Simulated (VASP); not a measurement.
The system is Se.

```
Se
1.0
     4.36620    0.00000    0.00000
    -2.18310    3.78124    0.00000
     0.00000    0.00000    4.95360
Se
3
Direct
  0.22540 0.00000 0.33333
  0.00000 0.22540 0.66667
  0.77460 0.77460 0.00000
```

| Property | Result |
| --- | --- |
| Program | VASP 6.6.1 |
| Task | relaxation of cell and atoms |
| Functional | PBE |
| Dispersion | D3(BJ) |
| Potentials or basis | VASP PAW PBE potentials, release 64 (Se) |
| Cutoff | 600 eV |
| k mesh | 6 × 6 × 6 |
| Occupations | fermi-dirac, width 0.02 eV |
| Spin | no spin polarisation |

At the start: pressure 0.9 GPa; volume 27.26 Å³/atom.

Q: Where does the relaxation end?

A: Over 14 steps the energy falls by 25.0 meV/atom and the volume is 24.50 Å³/atom (-10.1 %); space group P3_121 (No. 152, to 0.1 Å) before and after.

The path:
```csv
step,energy change (eV),largest force (eV/Å),pressure (GPa),volume (Å³)
1,0.0000,0.4468,0.86,81.78
2,-0.0110,0.0984,-1.79,83.52
3,-0.0153,0.0797,-0.91,82.90
4,-0.0277,0.0812,-0.81,81.62
5,-0.0576,0.1010,-0.29,77.82
6,-0.0599,0.1822,2.08,70.41
7,-0.0708,0.1528,0.70,74.10
8,-0.0731,0.0886,-0.71,74.04
9,-0.0747,0.0026,-0.16,74.07
10,-0.0747,0.0003,-0.18,74.07
11,-0.0750,0.0050,-0.10,73.72
12,-0.0750,0.0076,-0.06,73.52
13,-0.0750,0.0113,0.07,73.47
14,-0.0750,0.0022,0.01,73.49
```

Final structure:
```
Se
1.0
     4.06695    0.00000    0.00000
    -2.03348    3.52208    0.00000
     0.00000    0.00000    5.13081
Se
3
Direct
  0.24772 0.00000 0.33333
  0.00000 0.24772 0.66667
  0.75228 0.75228 0.00000
```
